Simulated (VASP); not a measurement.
Ba:

```
Ba
1.0
    -2.50650    2.50650    2.50650
     2.50650   -2.50650    2.50650
     2.50650    2.50650   -2.50650
Ba
1
Direct
  0.00000 0.00000 0.00000
```

Base run:

| Item | Value |
| --- | --- |
| Program | VASP 6.6.1 |
| Functional | PBE |
| Potentials or basis | VASP PAW PBE potentials, release 64 (Ba_sv) |
| Cutoff | 500 eV |
| k mesh | 5 × 5 × 5 |
| Occupations | fermi-dirac, width 0.05 eV |
| Spin | no spin polarisation |

Its results: band gap on the k mesh zero (band 5 reaches 1.83 eV, above the bottom of band 6 at 1.31 eV); pressure -0.1 GPa.

**Question.** The run is repeated on the same cell with these changes: k mesh from 5 × 5 × 5 to 2 × 2 × 2. What comes out?

**Answer.** Band gap on the k mesh zero (filled and empty bands touch); pressure -4.1 GPa.

Caveats: some runs use coarse meshes; spin-orbit coupling is left out, which moves the levels of the heavy elements.
